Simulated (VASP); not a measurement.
# NaH (Fm-3m) in VASP: further runs

The runs below take NaH through G0W0 quasiparticle levels, with PBE.

All numbers are computed with VASP 6.6.1; they aren't measurements. Logs are shortened: lines on timing, memory, paths and dates and some standing lists are left out, and cuts for length are marked.

## 1. The cell of the first run

It takes space group Fm-3m (No. 225, cubic). Conventional cell: a = 4.795 Å, b = 4.795 Å, c = 4.795 Å, α = 90.00°, β = 90.00°, γ = 90.00°. Na (site symmetry m-3m) has 6 H at 2.40 Å within 3.2 Å. Within 3.2 Å of H (site symmetry m-3m) lie 6 Na at 2.40 Å.

## 2. G0W0 quasiparticle levels, PBE

File POSCAR:

```
NaH
1.0
    0.0000000000      2.3975122885      2.3975122885
    2.3975122885      0.0000000000      2.3975122885
    2.3975122885      2.3975122885      0.0000000000
Na H
1 1
Direct
    0.0000000000      0.0000000000      0.0000000000
    0.5000000000      0.5000000000      0.5000000000
```

File INCAR.step1:

```
SYSTEM = NaH
ALGO     = Normal         ! electronic algorithm
EDIFF    = 1E-8           ! SCF threshold, eV
ENCUT    = 500            ! plane-wave cutoff, eV
GGA      = PE             ! functional
ISMEAR   = 0              ! smearing method
LASPH    = .TRUE.         ! aspherical terms in the spheres
LCHARG   = .FALSE.        ! write CHGCAR
LREAL    = .FALSE.        ! projectors in reciprocal space
LWAVE    = .TRUE.         ! write WAVECAR
NELM     = 100            ! most SCF steps
PREC     = Accurate       ! precision mode
SIGMA    = 0.01           ! smearing width, eV
```

File INCAR.step2:

```
SYSTEM = NaH
ALGO     = Exact          ! electronic algorithm
EDIFF    = 1E-8           ! SCF threshold, eV
ENCUT    = 500            ! plane-wave cutoff, eV
GGA      = PE             ! functional
ISMEAR   = 0              ! smearing method
ISTART   = 1            
LASPH    = .TRUE.         ! aspherical terms in the spheres
LCHARG   = .FALSE.        ! write CHGCAR
LOPTICS  = .TRUE.         ! frequency-dependent dielectric function
LREAL    = .FALSE.        ! projectors in reciprocal space
LWAVE    = .TRUE.         ! write WAVECAR
NBANDS   = 108            ! bands
NELM     = 1              ! most SCF steps
PREC     = Accurate       ! precision mode
SIGMA    = 0.01           ! smearing width, eV
```

File INCAR.step3:

```
SYSTEM = NaH
ALGO     = EVGW0          ! electronic algorithm
EDIFF    = 1E-8           ! SCF threshold, eV
ENCUT    = 500            ! plane-wave cutoff, eV
ENCUTGW  = 140.0          ! cutoff of the response function
GGA      = PE             ! functional
ISMEAR   = 0              ! smearing method
ISTART   = 1            
LASPH    = .TRUE.         ! aspherical terms in the spheres
LCHARG   = .FALSE.        ! write CHGCAR
LREAL    = .FALSE.        ! projectors in reciprocal space
LWAVE    = .FALSE.        ! write WAVECAR
NBANDS   = 108            ! bands
NBANDSGW = 13           
NELMGW   = 1            
NOMEGA   = 96             ! frequency points
OMEGAMAX = 20           
PREC     = Accurate       ! precision mode
PRECFOCK = Fast         
SIGMA    = 0.01           ! smearing width, eV
```

File KPOINTS:

```
k-points
0
G
  4 4 4
  0 0 0
```

Potentials or basis: VASP PAW PBE potentials, release 64 (Na_sv_GW, H_GW).

Started as:

```console
> cat potpaw_PBE.64/Na_sv_GW/POTCAR potpaw_PBE.64/H_GW/POTCAR > POTCAR
> cp INCAR.step1 INCAR
> mpirun -np 1 vasp_std > vasp.out
> cp INCAR.step2 INCAR
> mpirun -np 1 vasp_std > vasp.out
> cp INCAR.step3 INCAR
> mpirun -np 1 vasp_std > vasp.out
```

OUTCAR:

```text
SYSTEM = NaH
   EDIFF = 1E-8
   ENCUT = 500
   ENCUTGW = 140.0
   GGA = PE
   ISMEAR = 0
   ISTART = 1
   LASPH = .TRUE.
   LREAL = .FALSE.
   NELMGW = 1
   PREC = Accurate
   PRECFOCK = Fast

 ion  position               nearest neighbor table
   1  0.000  0.000  0.000-
   2  0.500  0.500  0.500-

  LATTYP: Found a face centered cubic cell.
 ALAT       =     4.7950245770

  Lattice vectors:

 A1 = (   0.0000000000,   2.3975122885,   2.3975122885)
 A2 = (   2.3975122885,   0.0000000000,   2.3975122885)
 A3 = (   2.3975122885,   2.3975122885,   0.0000000000)

Analysis of symmetry for initial positions (statically):
=====================================================================
 Subroutine PRICEL returns:
 Original cell was already a primitive cell.

 Routine SETGRP: Setting up the symmetry group for a
 face centered cubic supercell.

 Subroutine GETGRP returns: Found 48 space group operations
 (whereof 48 operations were pure point group operations)
 out of a pool of 48 trial point group operations.

The static configuration has the point symmetry O_h .

Analysis of symmetry for dynamics (positions and initial velocities):
=====================================================================
 Subroutine PRICEL returns:
 Original cell was already a primitive cell.

 Routine SETGRP: Setting up the symmetry group for a
 face centered cubic supercell.

 Subroutine GETGRP returns: Found 48 space group operations
 (whereof 48 operations were pure point group operations)
 out of a pool of 48 trial point group operations.

The dynamic configuration has the point symmetry O_h .

 Subroutine INISYM returns: Found 48 space group operations
 (whereof 48 operations are pure point group operations),
 and found     1 'primitive' translations

----------------------------------------------------------------------------------------

                                     Primitive cell

  volume of cell :      27.5621

  direct lattice vectors                    reciprocal lattice vectors
     0.000000000  2.397512289  2.397512289    -0.208549505  0.208549505  0.208549505
     2.397512289  0.000000000  2.397512289     0.208549505 -0.208549505  0.208549505
     2.397512289  2.397512289  0.000000000     0.208549505  0.208549505 -0.208549505

  length of vectors
     3.390594394  3.390594394  3.390594394     0.361218338  0.361218338  0.361218338

  position of ions in fractional coordinates (direct lattice)
     0.000000000  0.000000000  0.000000000
     0.500000000  0.500000000  0.500000000

  ion indices of the primitive-cell ions
   primitive index   ion index
                 1           1
                 2           2

----------------------------------------------------------------------------------------

 KPOINTS: k-points

Automatic generation of k-mesh.
 Grid dimensions read from file:
 generate k-points for:    4    4    4

 Generating k-lattice:

  Cartesian coordinates                     Fractional coordinates (reciprocal lattice)
    -0.052137376  0.052137376  0.052137376     0.250000000  0.000000000  0.000000000
     0.052137376 -0.052137376  0.052137376     0.000000000  0.250000000  0.000000000
     0.052137376  0.052137376 -0.052137376     0.000000000  0.000000000  0.250000000

  Length of vectors
     0.090304584  0.090304584  0.090304584

  Shift w.r.t. Gamma in fractional coordinates (k-lattice)
     0.000000000  0.000000000  0.000000000

 Subroutine IBZKPT returns following result:
 ===========================================

 Found      8 irreducible k-points:

 Following reciprocal coordinates:
            Coordinates               Weight
  0.000000  0.000000  0.000000      1.000000
  0.250000  0.000000  0.000000      8.000000
  0.500000  0.000000  0.000000      4.000000
  0.250000  0.250000  0.000000      6.000000
  0.500000  0.250000  0.000000     24.000000
 -0.250000  0.250000  0.000000     12.000000
  0.500000  0.500000  0.000000      3.000000
 -0.250000  0.500000  0.250000      6.000000
   k-points           NKPTS =      8   k-points in BZ     NKDIM =     64   number of bands    NBANDS=    108
   number of dos      NEDOS =    301   number of ions     NIONS =      2
   total plane-waves  NPLWV =  21952
   dimension x,y,z NGX =    28 NGY =   28 NGZ =   28
   dimension x,y,z NGXF=    56 NGYF=   56 NGZF=   56
   ions per type =               1   1
   NGX,Y,Z   is equivalent  to a cutoff of  13.73, 13.73, 13.73 a.u.
   NGXF,Y,Z  is equivalent  to a cutoff of  27.46, 27.46, 27.46 a.u.
 SYSTEM =  NaH
   PREC   = accura    normal or accurate (medium, high low for compatibility)
   ISTART =      1    job   : 0-new  1-cont  2-samecut
   ICHARG =      0    charge: 1-file 2-atom 10-const
   ISPIN  =      1    spin polarized calculation?
   LNONCOLLINEAR =      F non collinear calculations
   LSORBIT =      F    spin-orbit coupling
   LASPH  =      T    aspherical Exc in radial PAW
   ENCUT  =  500.0 eV  36.75 Ry    6.06 a.u.   6.18  6.18  6.18*2*pi/ulx,y,z
   NELM   =     60;   NELMIN=  2; NELMDL=  0     # of ELM steps
   EDIFF  = 0.1E-07   stopping-criterion for ELM
   LREAL  =      F    real-space projection
   EDIFFG = 0.1E-06   stopping-criterion for IOM
   NSW    =      0    number of steps for IOM
   IBRION =     -1    ionic relax: 0-MD 1-quasi-New 2-CG
   NFREE  =      0    steps in history (QN), initial steepest desc. (CG)
   ISIF   =      0    stress and relaxation
   ISYM   =      3    0-nonsym 1-usesym 2-fastsym
   POTIM  = 0.5000    time-step for ionic-motion
   TEBEG  =    0.0;   TEEND  =   0.0 temperature during run
   PSTRESS=    0.0 pullay stress
   NELECT =      10.0000    total number of electrons
   NUPDOWN=      -1.0000    fix difference up-down
   EMIN   =  10.00;   EMAX   =-10.00  energy-range for DOS
   EFERMI =   0.00;   METHOD = LEGACY
   ISMEAR =     0;   SIGMA  =   0.01  broadening in eV -4-tet -1-fermi 0-gaus
   EFERMI_NEDOS =   21; number of points for ismear=-14 and -15
   IALGO  =     38    algorithm
   IMIX   =      4    mixing-type and parameters
     AMIX     =   0.40;   BMIX     =  1.00
     AMIX_MAG =   1.60;   BMIX_MAG =  1.00
  volume/ion in A,a.u.               =      13.78        93.00
  Fermi-wavevector in a.u.,A,eV,Ry     =   1.167627  2.206494 18.549529  1.363352
  Thomas-Fermi vector in A             =   2.304124
   LORBIT       =      0    0 simple, 1 ext, 2 COOP (PROOUT), +10 PAW based schemes
   GGA     = PE    functional components
   LHFCALC =     T    Hartree Fock is set to
   PRECFOCK=fast      Normal, Fast or Accurate (Low or Medium for compatibility)
   ENCUT4O =  -1.0   cutoff for four orbital integrals eV
   NKREDX  =     1    reduce k-point grid by
   NKREDY  =     1    reduce k-point grid by
   NKREDZ  =     1    reduce k-point grid by
   AEXX    =    1.0000 exact exchange contribution
   HFSCREEN=    0.0000 screening length (either q_TF or 0.3 A-1)
   HFSCREENC=   0.0000 screening length for correlation (either q_TF or 0.3 A-1)
   ENCUTFOCK=  -1.0 apply spherical cutoff to Coloumb kernel
   IVDW    =     0    specifies the selected vdW correction
   LEPSILON=     F    determine dielectric tensor
   LRPA    =     F    only Hartree local field effects (RPA)
   LRPAFORCE           =     F    calculate RPA forces
   ENCUTGW             = 140.0    cutoff for response function in eV
   ENCUTGWSOFT         = 112.0    soft cutoff for Coulomb kernel in GW response function in eV
   ENCUTLF             =  -1.0    cutoff for local field effects
   NELMGW              =     1    number of iterations in solving QP/BSE equation
   NELMHF              =     1    number of iterations in the inner HF iteration
   NKREDLFX            =     1    NKREDLFY  =   1   NKREDLFZ  =   1
 non-spin polarized calculation
 Gauss-broadening in eV      SIGMA  =   0.01
  energy-cutoff  :      500.00
  volume of cell :       27.56
 maximum number of plane-waves:       725
 NGX is ok and might be reduce to    28
  NGX = 14; NGY = 14; NGZ = 14
   NGX = 13   NGY = 13   NGZ = 13
 maximum number of plane-waves:       113
 NGX is ok and might be reduce to    14

 QP shifts <psi_nk| G(iteration)W_0 |psi_nk>: iteration 1
 for sc-GW calculations column KS-energies equals QP-energies in previous step
 and V_xc(KS)=  KS-energies - (<T + V_ion + V_H > + <T+V_H+V_ion>^1  + <V_x>^1)

 k-point   1 :       0.0000    0.0000    0.0000
  band No.  KS-energies  QP-energies   sigma(KS)   V_xc(KS)     V^pw_x(r,r')   Z            occupation Imag(sigma)

      1     -51.2681     -59.5474     -40.8078     -29.2635     -49.1310       0.7172       2.0000       0.2860
      2     -23.1694     -28.2171     -35.1575     -28.3907     -41.4316       0.7459       2.0000       0.0745
      3     -23.1694     -28.2171     -35.1575     -28.3907     -41.4316       0.7459       2.0000       0.0745
      4     -23.1694     -28.2171     -35.1575     -28.3907     -41.4316       0.7459       2.0000       0.0745
      5      -4.7820      -6.3329     -11.2176      -8.9105     -13.9494       0.6723       2.0000       0.1555
      6       9.5316      10.3018      -9.6530     -10.8026      -4.9602       0.6699       0.0000      -0.2540
      7      14.6680      15.1513      -5.8129      -6.4637      -1.2539       0.7426       0.0000      -0.7163
      8      14.6680      15.1513      -5.8129      -6.4637      -1.2539       0.7426       0.0000      -0.7163
      9      14.6680      15.1513      -5.8129      -6.4637      -1.2539       0.7426       0.0000      -0.7163
     10      15.5864      16.5453      -7.4815      -8.7693      -2.8611       0.7446       0.0000      -0.9107
     11      15.5864      16.5453      -7.4815      -8.7693      -2.8611       0.7446       0.0000      -0.9107
     12      15.5864      16.5453      -7.4815      -8.7693      -2.8611       0.7446       0.0000      -0.9107
     13      16.5140      16.9713      -4.9416      -5.4086      -0.5891       0.9793       0.0000      -1.4388

 k-point   2 :       0.2500    0.0000    0.0000
  band No.  KS-energies  QP-energies   sigma(KS)   V_xc(KS)     V^pw_x(r,r')   Z            occupation Imag(sigma)
[... 103 lines left out ...]
      1     -51.2580     -59.6303     -40.8255     -29.2833     -49.1508       0.7254       2.0000       0.2860
      2     -23.2313     -28.2242     -34.9852     -28.2326     -41.2492       0.7394       2.0000       0.0771
      3     -23.2313     -28.2242     -34.9852     -28.2326     -41.2492       0.7394       2.0000       0.0771
      4     -23.2055     -28.2280     -35.0630     -28.2983     -41.3298       0.7425       2.0000       0.0768
      5      -1.1077      -2.6966     -12.7703     -10.6486     -14.3551       0.7489       2.0000       0.0482
      6       4.9810       5.6286      -6.5540      -7.3830      -3.1667       0.7812       0.0000      -0.0749
      7       4.9810       5.6286      -6.5540      -7.3830      -3.1667       0.7812       0.0000      -0.0749
      8       7.4169       8.2919      -6.9613      -8.1136      -3.1281       0.7594       0.0000      -0.1057
      9      15.5559      16.4785      -8.3230      -9.4940      -3.3757       0.7879       0.0000      -0.9532
     10      16.9043      17.5811      -6.1079      -6.9009      -1.4992       0.8534       0.0000      -1.0191
     11      16.9043      17.5811      -6.1079      -6.9009      -1.4992       0.8534       0.0000      -1.0191
     12      18.5188      19.6946      -7.2579      -8.7062      -2.4710       0.8119       0.0000      -1.0498
     13      24.0606      25.1093      -7.5752      -9.0894      -2.4194       0.6925       0.0000      -1.3923
```

It took 56 s on 1 thread of Intel Xeon Platinum 8488C (Sapphire Rapids), shared host; peak memory 0.26 GiB.

Results:

* Quasiparticle gap: 6.07 eV
* Least direct quasiparticle gap: 6.97 eV
* Band gap of the starting levels on the mesh: 3.81 eV
* Least direct gap of the starting levels on the mesh: 4.68 eV

Caveat: the k points lie up to 0.57 Å⁻¹ apart; bands, screening cutoff and mesh are small and nothing is extrapolated, so the quasiparticle values aren't converged; the structure was generated, so it needn't be the stable form of NaH.

## 3. G0W0 quasiparticle levels, PBE

POSCAR is that of step 2.

File INCAR.step1:

```
SYSTEM = NaH
  PREC = Accurate
  ENCUT = 500
  EDIFF = 1E-8
  ISMEAR = 0
  SIGMA = 0.01
  LREAL = .False.
  LASPH = .True.
  NELM = 60
  ALGO = Normal
  LWAVE = .True.
  LCHARG = .False.
  GGA = PE
```

File INCAR.step2:

```
SYSTEM = NaH
  PREC = Accurate
  ENCUT = 500
  EDIFF = 1E-8
  ISMEAR = 0
  SIGMA = 0.01
  LREAL = .False.
  LASPH = .True.
  NELM = 1
  ALGO = Exact
  LWAVE = .True.
  LCHARG = .False.
  GGA = PE
  NBANDS = 49
  LOPTICS = .True.
  ISTART = 1
```

File INCAR.step3:

```
SYSTEM = NaH
  PREC = Accurate
  ENCUT = 500
  EDIFF = 1E-8
  ISMEAR = 0
  SIGMA = 0.01
  LREAL = .False.
  LASPH = .True.
  ALGO = EVGW0
  LWAVE = .False.
  LCHARG = .False.
  GGA = PE
  NELMGW = 1
  NBANDS = 49
  ENCUTGW = 80.0
  NOMEGA = 96
  PRECFOCK = Fast
  ISTART = 1
  NBANDSGW = 13
  OMEGAMAX = 20
```

File KPOINTS:

```
regular mesh
0
Gamma
  8 8 8
  0 0 0
```

Potentials or basis: VASP PAW PBE potentials, release 64 (Na_sv_GW, H_GW).

Started as:

```console
> cat potpaw_PBE.64/Na_sv_GW/POTCAR potpaw_PBE.64/H_GW/POTCAR > POTCAR
> cp INCAR.step1 INCAR
> mpirun -np 1 vasp_std > vasp.out
> cp INCAR.step2 INCAR
> mpirun -np 1 vasp_std > vasp.out
> cp INCAR.step3 INCAR
> mpirun -np 1 vasp_std > vasp.out
```

OUTCAR:

```text
SYSTEM = NaH
   PREC = Accurate
   ENCUT = 500
   EDIFF = 1E-8
   ISMEAR = 0
   LREAL = .False.
   LASPH = .True.
   GGA = PE
   NELMGW = 1
   ENCUTGW = 80.0
   PRECFOCK = Fast
   ISTART = 1

 ion  position               nearest neighbor table
   1  0.000  0.000  0.000-
[... 204 lines left out ...]
      4     -23.1699     -29.0186     -36.0974     -28.3906     -41.4323       0.7589       2.0000       0.0791
      5      -4.7813      -6.2465     -11.0947      -8.9103     -13.9479       0.6707       2.0000       0.1661
      6       9.5327      10.5618      -9.3142     -10.8031      -4.9619       0.6912       0.0000      -0.2776
      7      14.6683      15.2192      -5.7617      -6.4633      -1.2548       0.7853       0.0000      -0.7607
      8      14.6683      15.2192      -5.7617      -6.4633      -1.2548       0.7853       0.0000      -0.7607
      9      14.6683      15.2192      -5.7617      -6.4633      -1.2548       0.7853       0.0000      -0.7607
     10      15.5868      16.8785      -7.2482      -8.7693      -2.8624       0.8492       0.0000      -0.9659
     11      15.5868      16.8785      -7.2482      -8.7693      -2.8624       0.8492       0.0000      -0.9659
     12      15.5868      16.8785      -7.2482      -8.7693      -2.8624       0.8492       0.0000      -0.9659
     13      16.5141      16.8074      -5.0638      -5.4083      -0.5889       0.8517       0.0000      -1.3401
[... 378 lines left out ...]
      1     -51.2598     -61.4237     -42.7663     -29.2808     -49.1489       0.7537       2.0000       0.3262
      2     -23.2554     -29.0255     -35.8611     -28.1649     -41.1856       0.7497       2.0000       0.0841
      3     -23.2067     -29.0037     -35.9935     -28.2972     -41.3263       0.7532       2.0000       0.0804
      4     -23.1899     -29.0077     -36.0432     -28.3420     -41.3773       0.7555       2.0000       0.0795
      5      -1.5972      -3.0443     -12.3840     -10.4306     -14.2510       0.7408       2.0000       0.0626
      6       3.4924       4.2410      -6.4507      -7.3809      -3.3508       0.8049       0.0000      -0.0597
      7       6.8026       7.5305      -6.7802      -7.7349      -3.1570       0.7624       0.0000      -0.1027
      8      10.0705      10.8593      -6.8950      -7.9381      -2.7887       0.7562       0.0000      -0.2803
      9      14.0465      14.8912      -7.5100      -8.6030      -2.8873       0.7729       0.0000      -0.8240
     10      15.2734      16.1225      -6.4111      -7.4727      -1.9159       0.7999       0.0000      -0.8410
     11      18.5312      19.3833      -6.6759      -7.7574      -1.9516       0.7879       0.0000      -1.1607
     12      20.6617      21.9618      -6.5577      -8.0501      -2.0460       0.8711       0.0000      -1.3656
     13      21.1486      22.4608      -6.6992      -8.2420      -2.1830       0.8506       0.0000      -1.2729

 [... further k-points ...]
```

OUTCAR.step2:

```text
SYSTEM = NaH
   PREC = Accurate
   ENCUT = 500
   EDIFF = 1E-8
[... 1038 lines left out ...]
  --------------------------------------------------------------------------------------------------------------
     0.00000     3.15476     3.15476     3.15476     0.00000     0.00000    -0.00000
     1.55851     3.31110     3.31110     3.31110     0.00000     0.00000    -0.00000
     3.11702     4.00663     4.00663     4.00663     0.00000     0.00000    -0.00000
     4.67553     8.18042     8.18042     8.18042     0.00000     0.00000    -0.00000
     6.23405    -0.57121    -0.57121    -0.57121    -0.00000    -0.00000     0.00000
     7.79256    -1.05155    -1.05155    -1.05155    -0.00000    -0.00000     0.00000
[... 92 lines left out ...]
   152.73413     0.98329     0.98329     0.98329    -0.00000    -0.00000    -0.00000
   154.29264     0.98370     0.98370     0.98370    -0.00000    -0.00000    -0.00000
```

It took 6.2 min on 1 thread of Intel Xeon 6975P-C (Granite Rapids), shared host; peak memory 0.69 GiB.

What came out:

* Quasiparticle gap: 5.94 eV
* Least direct quasiparticle gap: 6.90 eV
* Band gap of the starting levels on the mesh: 3.81 eV
* Least direct gap of the starting levels on the mesh: 4.68 eV

Caveat: bands, screening cutoff and mesh are small and nothing is extrapolated, so the quasiparticle values aren't converged; the structure was generated, so it needn't be the stable form of NaH.
